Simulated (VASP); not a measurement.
InGa5P6:

```
CELL_PARAMETERS angstrom
3.90892 0.02385 -0.01663
0.02385 4.03669 -0.01419
-0.07087 -0.06049 16.93785
ATOMIC_POSITIONS crystal
In 0.49150 0.48347 0.50356
Ga 0.01725 0.99786 0.67643
Ga 0.00264 0.98608 0.32428
Ga 0.49891 0.51282 0.16049
Ga 0.99006 0.99123 0.00043
Ga 0.48859 0.49906 0.83320
P 0.50775 0.00679 0.40042
P 0.01118 0.50165 0.24590
P 0.48961 0.99127 0.07960
P 0.00104 0.50498 0.91929
P 0.51517 0.01879 0.75886
P 0.98631 0.50600 0.59754
```

- Program: VASP 6.6.1
- Task: relaxation of cell and atoms
- Functional: PBE
- Potentials or basis: VASP PAW PBE potentials, release 64 (In_d, Ga_d, P)
- Cutoff: 600 eV
- k mesh: 4 × 4 × 1
- Occupations: gaussian, width 0.1 eV
- Spin: no spin polarisation

At the start: pressure -1.3 GPa; volume 22.27 Å³/atom.

Problem. How do energy, volume and symmetry change on relaxing?

Solution. Over 18 steps the energy falls by 34.2 meV/atom and the volume is 21.76 Å³/atom (-2.3 %); space group P1 (No. 1, to 0.1 Å) before, P-4m2 (No. 115, to 0.1 Å).

The path:
```
step  energy change (eV)  largest force (eV/Å)  pressure (GPa)  volume (Å³)
   1              0.0000                1.3473           -1.32       267.25
   2             -0.3563                0.3705            0.23       260.15
   3             -0.3594                0.4189            0.45       259.43
   4             -0.3934                0.1844           -0.03       261.07
   5             -0.3943                0.1466           -0.11       261.37
   6             -0.4001                0.0885            0.01       260.97
   7             -0.4012                0.1114            0.09       260.70
   8             -0.4042                0.0753           -0.02       261.07
   9             -0.4054                0.0800           -0.11       261.41
  10             -0.4056                0.1004           -0.15       261.54
  11             -0.4077                0.0845           -0.01       261.16
  12             -0.4087                0.0721            0.08       260.82
  13             -0.4084                0.0962            0.27       260.13
  14             -0.4089                0.0695            0.12       260.57
  15             -0.4105                0.0410            0.02       260.98
  16             -0.4107                0.0470           -0.03       261.14
  17             -0.4107                0.0484           -0.03       261.17
  18             -0.4110                0.0149            0.02       261.06
```

Final structure:
```
In Ga P
1.0
     3.95799   -0.00002   -0.00032
     0.00038    3.95876    0.00084
    -0.00314    0.00280   16.66140
In Ga P
1 5 6
Cartesian
  1.9755 1.9724 8.3298
  0.0006 0.0088 11.2545
  0.0050 3.9521 5.4060
  1.9770 1.9749 2.7017
  3.9534 0.0051 0.0008
  1.9759 1.9883 13.9614
  1.9834 3.9515 6.7423
  3.9567 1.9735 4.0527
  1.9754 3.9573 1.3513
  3.9538 1.9880 15.3135
  1.9788 0.0090 12.6090
  3.9553 1.9870 9.9175
```
